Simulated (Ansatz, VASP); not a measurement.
# InSb: VASP beside Ansatz

```
CELL_PARAMETERS angstrom
5.35700 0.00000 0.00000
0.00000 5.71200 0.00000
0.00000 0.00000 2.97111
ATOMIC_POSITIONS crystal
In 0.00000 0.00000 0.00000
In 0.50000 0.50000 0.00000
Sb 0.50000 0.00000 0.83500
Sb 0.00000 0.50000 0.16500
```

Change from the starting cell: zz strain of -3 %.

Alike in both runs: task single point; functional PBE; k mesh 6 × 6 × 11; occupations fermi-dirac, width 0.08 eV; no spin polarisation.

|  | VASP | Ansatz |
| --- | --- | --- |
| version | VASP 6.6.1 | Ansatz 0.2.0 |
| potentials or method | VASP PAW PBE potentials, release 64 (In_d, Sb), cutoff 520 eV | all-electron LAPW, scalar-relativistic |

|  | VASP | Ansatz | Ansatz less VASP |
| --- | --- | --- | --- |
| pressure (GPa) | 21.2 | 21.2 | -0.02 |
| traceless stress, the component that is largest in VASP (GPa) | 10.91 | 10.94 | +0.031 |
| rms of the force components (eV/Å) | 0.297 | 0.297 | -0.0001 |

Atom by atom the forces differ by 0.000 eV/Å (rms over components). Ansatz ran all-electron here, and VASP with PAW potentials.

Neither program's run includes spin-orbit coupling.
